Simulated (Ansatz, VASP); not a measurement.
One calculation of Ta, two programs

Contents of INCAR:

```
SYSTEM = Ta
ALGO = Normal ; EDIFF = 1E-6
ENCUT = 520 ; GGA = PE
ISIF = 2 ; ISMEAR = 0
LASPH = .TRUE. ; LCHARG = .TRUE.
LELF = .TRUE. ; LREAL = .FALSE.
LVHAR = .TRUE. ; LWAVE = .FALSE.
NBANDS = 12 ; NELM = 100
PREC = Accurate ; SIGMA = 0.15
```

File KPOINTS:

```
k-points
0
G
  18 18 18
  0 0 0
```

Contents of POSCAR:

```
Ta
1.0
   -1.7051193670      1.6594835689      1.6594835689
    1.7051193670     -1.6594835689      1.6594835689
    1.7051193670      1.6594835689     -1.6594835689
Ta
1
Direct
    0.0000000000      0.0000000000      0.0000000000
```

Input for Ansatz:

```yaml
crystal:
  lattice:
    - [-1.705119367, 1.6594835689, 1.6594835689]
    - [1.705119367, -1.6594835689, 1.6594835689]
    - [1.705119367, 1.6594835689, -1.6594835689]
  atoms:
    - { symbol: Ta, position: [0.0, 0.0, 0.0] }
basis:
  ecutwfc: 420
kpoints:
  mp_grid: { grid: [18, 18, 18] }
hamiltonian:
  xc: pbe
  pseudopotentials: { kind: paw, azcp: { folder: soft_1 } }
scf:
  occupations: { method: gaussian, width: 0.15 }
output:
  forces: true
  stress: true
  eigenvalues: true
  write_density: true
  write_potential: true
  elf: true
  volumetric_format: npy
```

Change from the starting cell: normal strain along x +0.0275, normal strain along z +0.0000.

Alike in both runs: task single point; functional PBE; k mesh 18 × 18 × 18; occupations gaussian, width 0.15 eV; no spin polarisation.

```csv
,VASP,Ansatz
version,VASP 6.6.1,Ansatz 0.2.0
potentials or method,"VASP PAW PBE potentials, release 64 (Ta_pv), cutoff 520 eV","scalar-relativistic, plane waves, PAW"
valence electrons in the cell,11,13
```

```csv
,VASP,Ansatz,Ansatz less VASP
gap on the k mesh at the Fermi level (eV),none,none,-
pressure (GPa),-4.9,-4.9,-0.03
"traceless stress, the component that is largest in VASP (GPa)",-1.70,-1.70,-0.001
```

A gap of «none» marks a metal or a gap that the smearing closes. VASP's potentials hold 11 valence electrons a cell and Ansatz's 13, so a difference there can come from the potentials and not from the codes.

Spin-orbit coupling is off throughout.
